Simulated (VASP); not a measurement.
## K3Re: single point with PBE

Crystal: K3Re.

```xyz
4
Lattice="0.0000 4.1902 4.1902 4.1902 0.0000 4.1902 4.1902 4.1902 0.0000" Properties=species:S:1:pos:R:3 pbc="T T T"
K     6.2853    6.2853    6.2853
K     2.0951    2.0951    2.0951
K     4.1902    4.1902    4.1902
Re    0.0000    0.0000    0.0000
```

```
Program                : VASP 6.6.1
Task                   : single point
Functional             : PBE
Potentials or basis    : VASP PAW PBE potentials, release 64 (K_sv, Re)
Cutoff                 : 600 eV
k mesh                 : 4 × 4 × 4
Occupations            : methfessel-paxton, width 0.05 eV
Spin                   : no spin polarisation
Dipole correction      : no
Further INCAR settings : ALGO = Normal; EDIFF = 1e-06; NBANDS = 25
```

- Pressure: 0.0 GPa
- Band gap on the k mesh: zero (bands 17 and 18 overlap by 0.12 eV)

Levels at points of the mesh, in eV from the Fermi level:
```csv
k point,band 14,band 15,band 16,band 17,band 18,band 19,band 20,band 21
"(0.00, 0.00, 0.00)",-0.25,-0.25,-0.07,-0.07,-0.07,2.07,2.07,2.07
"(0.50, 0.00, 0.00)",-0.44,-0.12,-0.12,-0.11,0.06,0.06,1.79,1.79
"(0.50, 0.50, 0.00)",-0.49,-0.47,-0.05,0.05,0.10,0.10,1.94,1.94
```

Run time: 33 s on 1 thread of AMD EPYC 9R45 96-Core Processor (Zen 5), on a shared host, peak memory 0.29 GiB.

Caveat: spin-orbit coupling is left out, which moves the levels of the heavy elements.
